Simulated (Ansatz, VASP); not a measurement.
# One calculation of C, two programs

```
CELL_PARAMETERS angstrom
0.00000 1.78579 1.78579
1.78579 0.00000 1.78579
1.78579 1.78579 0.00000
ATOMIC_POSITIONS crystal
C 0.00000 0.00000 0.00000
C 0.25000 0.25000 0.25000
```

Alike in both runs: functional PBE; k mesh 12 × 12 × 12; occupations gaussian, width 0.02 eV; no spin polarisation.

Ansatz relaxed the structure, and its values are those at the end. VASP's run is a single point on that final structure, the one shown.

|  | VASP | Ansatz |
| --- | --- | --- |
| version | VASP 6.6.1 | Ansatz 0.2.0 |
| potentials or method | VASP PAW PBE potentials, release 64 (C), cutoff 600 eV | scalar-relativistic, plane waves, PAW |
| valence electrons in the cell | 8 | 8 |

Ansatz gave:

* gap on the k mesh at the Fermi level (eV): 4.15
* least direct gap on the mesh (eV): 5.59
* pressure (GPa): 0.0

Problem. Which values does VASP return?

Solution. gap on the k mesh at the Fermi level (eV): 4.14; least direct gap on the mesh (eV): 5.58; pressure (GPa): 0.0.
